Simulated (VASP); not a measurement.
# AlNi (WC type) (P-6m2) in VASP: a series of runs

AlNi (WC type) is run at these levels: PBE; tasks: single point.

Program: VASP 6.6.1. These are calculated values, not measurements. Logs are shortened: lines on timing, memory, paths and dates and some standing lists are left out, and cuts for length are marked.

## (1) The cell of the first run

Symmetry: P-6m2, No. 187, hexagonal system. The conventional cell has a = 2.550 Å, b = 2.550 Å, c = 3.641 Å, α = 90.00°, β = 90.00°, γ = 120.00°. Within 3.1 Å of Ni (site symmetry -6m2) lie 6 Al at 2.34 Å and 6 Ni at 2.55 Å. Al (site symmetry -6m2) has 6 Ni at 2.34 Å and 6 Al at 2.55 Å within 3.1 Å.

## (2) Single point, PBE

INCAR

```
SYSTEM = AlNi
PREC = Accurate
ENCUT = 520
EDIFF = 1E-6
ISMEAR = -1
SIGMA = 0.08
LREAL = .FALSE.
LASPH = .TRUE.
NELM = 80
ALGO = Normal
ISIF = 2
LWAVE = .FALSE.
LCHARG = .FALSE.
GGA = PE
NBANDS = 14
```

KPOINTS

```
Automatic mesh
0
G
  15 15 13
  0 0 0
```

POSCAR

```
AlNi
1.0
    2.5496541937      0.0000000000      0.0000000000
   -1.2748270969      2.2080653026      0.0000000000
    0.0000000000      0.0000000000      3.6405264579
Ni Al
1 1
Direct
    0.0000000000      0.0000000000      0.0000000000
    0.3333333333      0.6666666667      0.5000000000
```

Potentials or basis: VASP PAW PBE potentials, release 64 (Ni, Al).

Started as:

```
$ cat potpaw_PBE.64/Ni/POTCAR potpaw_PBE.64/Al/POTCAR > POTCAR
$ mpirun -np 1 vasp_std > vasp.out
```

OUTCAR:

```text
SYSTEM = AlNi
   PREC = Accurate
   ENCUT = 520
   EDIFF = 1E-6
   ISMEAR = -1
   LREAL = .FALSE.
   LASPH = .TRUE.
   NELM = 80
   ISIF = 2
   GGA = PE

 ion  position               nearest neighbor table
   1  0.000  0.000  0.000-   2 2.34   2 2.34   2 2.34   2 2.34   2 2.34   2 2.34
   2  0.333  0.667  0.500-   1 2.34   1 2.34   1 2.34   1 2.34   1 2.34   1 2.34

  LATTYP: Found a hexagonal cell.
 ALAT       =     2.5496541937
 C/A-ratio  =     1.4278510658

  Lattice vectors:

 A1 = (   2.5496541937,   0.0000000000,   0.0000000000)
 A2 = (  -1.2748270969,   2.2080653026,   0.0000000000)
 A3 = (   0.0000000000,   0.0000000000,   3.6405264579)

Analysis of symmetry for initial positions (statically):
=====================================================================
 Subroutine PRICEL returns:
 Original cell was already a primitive cell.

 Routine SETGRP: Setting up the symmetry group for a
 hexagonal supercell.

 Subroutine GETGRP returns: Found 12 space group operations
 (whereof 12 operations were pure point group operations)
 out of a pool of 24 trial point group operations.

The static configuration has the point symmetry D_3h.

Analysis of symmetry for dynamics (positions and initial velocities):
=====================================================================
 Subroutine PRICEL returns:
 Original cell was already a primitive cell.

 Routine SETGRP: Setting up the symmetry group for a
 hexagonal supercell.

 Subroutine GETGRP returns: Found 12 space group operations
 (whereof 12 operations were pure point group operations)
 out of a pool of 24 trial point group operations.

The dynamic configuration has the point symmetry D_3h.

 Subroutine INISYM returns: Found 12 space group operations
 (whereof 12 operations are pure point group operations),
 and found     1 'primitive' translations

----------------------------------------------------------------------------------------

                                     Primitive cell

  volume of cell :      20.4954

  direct lattice vectors                    reciprocal lattice vectors
     2.549654194  0.000000000  0.000000000     0.392210050  0.226442578  0.000000000
    -1.274827097  2.208065303  0.000000000     0.000000000  0.452885156  0.000000000
     0.000000000  0.000000000  3.640526458     0.000000000  0.000000000  0.274685547

  length of vectors
     2.549654194  2.549654194  3.640526458     0.452885156  0.452885156  0.274685547

  position of ions in fractional coordinates (direct lattice)
     0.000000000  0.000000000  0.000000000
     0.333333333  0.666666667  0.500000000

  ion indices of the primitive-cell ions
   primitive index   ion index
                 1           1
                 2           2

----------------------------------------------------------------------------------------

 KPOINTS: Automatic mesh

Automatic generation of k-mesh.
 Grid dimensions read from file:
 generate k-points for:   15   15   13

 Generating k-lattice:

  Cartesian coordinates                     Fractional coordinates (reciprocal lattice)
     0.026147337  0.015096172  0.000000000     0.066666667  0.000000000  0.000000000
     0.000000000  0.030192344  0.000000000     0.000000000  0.066666667  0.000000000
     0.000000000  0.000000000  0.021129657     0.000000000  0.000000000  0.076923077

  Length of vectors
     0.030192344  0.030192344  0.021129657

  Shift w.r.t. Gamma in fractional coordinates (k-lattice)
     0.000000000  0.000000000  0.000000000

 Subroutine IBZKPT returns following result:
 ===========================================

 Found    189 irreducible k-points:

 Following reciprocal coordinates:
            Coordinates               Weight
  0.000000  0.000000  0.000000      1.000000
  0.066667 -0.000000  0.000000      6.000000
  0.133333 -0.000000  0.000000      6.000000
  0.200000 -0.000000  0.000000      6.000000
  0.266667 -0.000000  0.000000      6.000000
  0.333333  0.000000  0.000000      6.000000
[... 16 lines left out ...]
  0.333333  0.200000  0.000000     12.000000
  0.400000  0.200000  0.000000      6.000000
 [... further k-points ...]
   k-points           NKPTS =    189   k-points in BZ     NKDIM =    189   number of bands    NBANDS=     14
   number of dos      NEDOS =    301   number of ions     NIONS =      2
   total plane-waves  NPLWV =  11200
   dimension x,y,z NGX =    20 NGY =   20 NGZ =   28
   dimension x,y,z NGXF=    40 NGYF=   40 NGZF=   56
   ions per type =               1   1
   NGX,Y,Z   is equivalent  to a cutoff of  13.04, 13.04, 12.79 a.u.
   NGXF,Y,Z  is equivalent  to a cutoff of  26.08, 26.08, 25.57 a.u.
 SYSTEM =  AlNi
   PREC   = accura    normal or accurate (medium, high low for compatibility)
   ISTART =      0    job   : 0-new  1-cont  2-samecut
   ICHARG =      2    charge: 1-file 2-atom 10-const
   ISPIN  =      1    spin polarized calculation?
   LNONCOLLINEAR =      F non collinear calculations
   LSORBIT =      F    spin-orbit coupling
   LASPH  =      T    aspherical Exc in radial PAW
   ENCUT  =  520.0 eV  38.22 Ry    6.18 a.u.   4.74  4.74  6.77*2*pi/ulx,y,z
   NELM   =     80;   NELMIN=  2; NELMDL= -5     # of ELM steps
   EDIFF  = 0.1E-05   stopping-criterion for ELM
   LREAL  =      F    real-space projection
   EDIFFG = 0.1E-04   stopping-criterion for IOM
   NSW    =      0    number of steps for IOM
   IBRION =     -1    ionic relax: 0-MD 1-quasi-New 2-CG
   NFREE  =      0    steps in history (QN), initial steepest desc. (CG)
   ISIF   =      2    stress and relaxation
   ISYM   =      2    0-nonsym 1-usesym 2-fastsym
   POTIM  = 0.5000    time-step for ionic-motion
   TEBEG  =    0.0;   TEEND  =   0.0 temperature during run
   PSTRESS=    0.0 pullay stress
   NELECT =      13.0000    total number of electrons
   NUPDOWN=      -1.0000    fix difference up-down
   EMIN   =  10.00;   EMAX   =-10.00  energy-range for DOS
   EFERMI =   0.00;   METHOD = LEGACY
   ISMEAR =    -1;   SIGMA  =   0.08  broadening in eV -4-tet -1-fermi 0-gaus
   EFERMI_NEDOS =   21; number of points for ismear=-14 and -15
   IALGO  =     38    algorithm
   IMIX   =      4    mixing-type and parameters
     AMIX     =   0.40;   BMIX     =  1.00
     AMIX_MAG =   1.60;   BMIX_MAG =  1.00
  volume/ion in A,a.u.               =      10.25        69.16
  Fermi-wavevector in a.u.,A,eV,Ry     =   1.406599  2.658086 26.919390  1.978519
  Thomas-Fermi vector in A             =   2.528943
   LORBIT       =      0    0 simple, 1 ext, 2 COOP (PROOUT), +10 PAW based schemes
   GGA     = PE    functional components
   LHFCALC =     F    Hartree Fock is set to
   AEXX    =    0.0000 exact exchange contribution
   IVDW    =     0    specifies the selected vdW correction
   LEPSILON=     F    determine dielectric tensor
   LRPA    =     F    only Hartree local field effects (RPA)
 non-spin polarized calculation
  energy-cutoff  :      520.00
  volume of cell :       20.50
 maximum number of plane-waves:       566
 NGX is ok and might be reduce to    20
   NGX =  9   NGY =  9   NGZ = 13

 number of electron      12.9999999 magnetization

 Free energy of the ion-electron system (eV)
  ---------------------------------------------------
  ext. energy  EPLUGINS =         0.00000000
  ---------------------------------------------------
  free energy    TOTEN  =        -9.60945288 eV

  energy without entropy =       -9.59493430  energy(sigma->0) =       -9.60219359

 E-fermi :  12.0844     XC(G=0): -12.8098

 val. band max:       12.0577928582   @ k =   0.2667   0.2000   0.3846
 cond. band min:      12.1162638596   @ k =   0.4000   0.1333   0.2308
 fundamental gap:      0.0584710014
 Fermi energy:        12.0844257432

 k-point     1 :       0.0000    0.0000    0.0000
  band No.  band energies     occupation
      1      -0.2704      2.00000
      2       7.4082      2.00000
      3       9.8268      2.00000
      4       9.8268      2.00000
      5      10.0083      2.00000
      6      10.4335      2.00000
      7      10.4335      2.00000
      8      15.3385      0.00000
      9      26.4400      0.00000
     10      26.4400      0.00000
     11      29.6831      0.00000
     12      29.6831      0.00000
     13      30.2817      0.00000
     14      33.0334      0.00000

 k-point     2 :       0.0667   -0.0000    0.0000
  band No.  band energies     occupation
      1      -0.1333      2.00000
      2       7.4885      2.00000
      3       9.5971      2.00000
      4       9.7674      2.00000
      5       9.8882      2.00000
      6      10.4158      2.00000
      7      10.9493      2.00000
      8      15.3848      0.00000
      9      24.8825      0.00000
     10      25.8608      0.00000
     11      28.7383      0.00000
     12      30.4405      0.00000
     13      31.9605      0.00000
     14      33.2795      0.00000

 k-point     3 :       0.1333   -0.0000    0.0000
  band No.  band energies     occupation
      1       0.2747      2.00000
      2       7.7097      2.00000
      3       9.1258      2.00000
      4       9.6063      2.00000
      5      10.0659      2.00000
      6      10.3661      2.00000
      7      11.7332      1.97551
      8      15.5236      0.00000
      9      22.2490      0.00000
     10      24.8008      0.00000
     11      27.6716      0.00000
     12      31.0592      0.00000
     13      32.0215      0.00000
     14      33.4914      0.00000
[... 324 lines left out ...]
 k-point    23 :       0.3333    0.2000    0.0000
  band No.  band energies     occupation
      1       5.6275      2.00000
      2       8.1233      2.00000
      3       8.3171      2.00000
      4       8.4979      2.00000
      5       9.4943      2.00000
      6      11.5764      1.99651
      7      13.1699      0.00000
      8      15.5858      0.00000
      9      17.4958      0.00000
     10      20.4391      0.00000
     11      22.2322      0.00000
     12      25.0200      0.00000
     13      25.3230      0.00000
     14      28.8035      0.00000

 k-point    24 :       0.4000    0.2000    0.0000
  band No.  band energies     occupation
      1       6.4284      2.00000
      2       7.6774      2.00000
      3       8.3283      2.00000
      4       8.3848      2.00000
      5       9.4321      2.00000
      6      11.6371      1.99257
      7      12.7863      0.00031
      8      15.4854      0.00000
      9      18.1567      0.00000
     10      21.0476      0.00000
     11      21.4017      0.00000
     12      24.1026      0.00000
     13      25.1944      0.00000
     14      28.6643      0.00000

 [... further k-points ...]
[... 5 lines left out ...]
  --------------------------------------------------------------------------------------
  -------------------------------------------------------------------------------------
  Total        5.8606581      5.8606581      5.8339878     -0.0000000     -0.0000000      0.0000000
  in kB      458.1414486    458.1414486    456.0565623     -0.0000000     -0.0000000      0.0000000
  external PRESSURE =     457.4464865 kB  Pullay stress =       0.0000000 kB

 VOLUME and BASIS-vectors are now :
 -----------------------------------------------------------------------------
  energy-cutoff  :      520.00
  volume of cell :       20.50
      direct lattice vectors                 reciprocal lattice vectors
     2.549654194  0.000000000  0.000000000     0.392210050  0.226442578  0.000000000
    -1.274827097  2.208065303  0.000000000     0.000000000  0.452885156  0.000000000
     0.000000000  0.000000000  3.640526458     0.000000000  0.000000000  0.274685547

 POSITION                                       TOTAL-FORCE (eV/Angst)
 -----------------------------------------------------------------------------------
      0.00000      0.00000      0.00000         0.000000     -0.000000      0.000000
     -0.00000      1.47204      1.82026        -0.000000      0.000000      0.000000
 -----------------------------------------------------------------------------------
    total drift:                                0.000000     -0.000000      0.000000

  FREE ENERGIE OF THE ION-ELECTRON SYSTEM (eV)
  ---------------------------------------------------
  free  energy   TOTEN  =        -9.6094528835 eV

  energy  without entropy=       -9.5949343041  energy(sigma->0) =       -9.60219359
```

Run time: 36 s. Hardware: 1 thread of Intel Xeon 6975P-C, shared host; peak memory 0.18 GiB.

What came out:

| Property | Result |
| --- | --- |
| Free energy | -9.6095 eV |
| Pressure | 45.7 GPa |

## (3) Single point, PBE

INCAR

```
PREC     = Accurate       # precision mode
ENCUT    = 520            # plane-wave cutoff, eV
EDIFF    = 1E-6           # SCF threshold, eV
ISMEAR   = -1             # smearing method
SIGMA    = 0.08           # smearing width, eV
LREAL    = F              # projectors in reciprocal space
LASPH    = T              # aspherical terms in the spheres
NELM     = 60             # most SCF steps
ALGO     = Normal         # electronic algorithm
ISIF     = 2              # what is computed and relaxed
LWAVE    = F              # write WAVECAR
LCHARG   = F              # write CHGCAR
GGA      = PE             # functional
NBANDS   = 14             # bands
```

KPOINTS

```
Automatic mesh
0
Gamma
  15 15 13
```

POSCAR

```
AlNi
1.0
    2.5489273315      0.0000000000      0.0000000000
   -1.2744636658      2.2074358215      0.0000000000
    0.0000000000      0.0000000000      3.6395347737
Ni Al
1 1
Direct
    0.0000000000      0.0000000000      0.0000000000
    0.3333333333      0.6666666667      0.5000000000
```

Potentials or basis: VASP PAW PBE potentials, release 64 (Ni, Al).

Started as:

```
$ cat potpaw_PBE.64/Ni/POTCAR potpaw_PBE.64/Al/POTCAR > POTCAR
$ mpirun -np 1 vasp_std > vasp.out
```

It took 37 s on 1 thread of Intel Xeon 6975P-C, shared host; peak memory 0.18 GiB.

The run converged. Its results:

| Property | Result |
| --- | --- |
| Free energy | -9.6045 eV |
| Pressure | 46.0 GPa |

Stress tensor (GPa, compression positive):
```
46.08  0.00  0.00
 0.00 46.08  0.00
 0.00  0.00 45.90
```

Levels at points of the mesh, in eV from the Fermi level:
```csv
k point,band 3,band 4,band 5,band 6,band 7,band 8,band 9,band 10,band 11,band 12
"(0.00, 0.00, 0.00)",-2.26,-2.26,-2.08,-1.65,-1.65,3.26,14.36,14.36,17.61,17.61
```
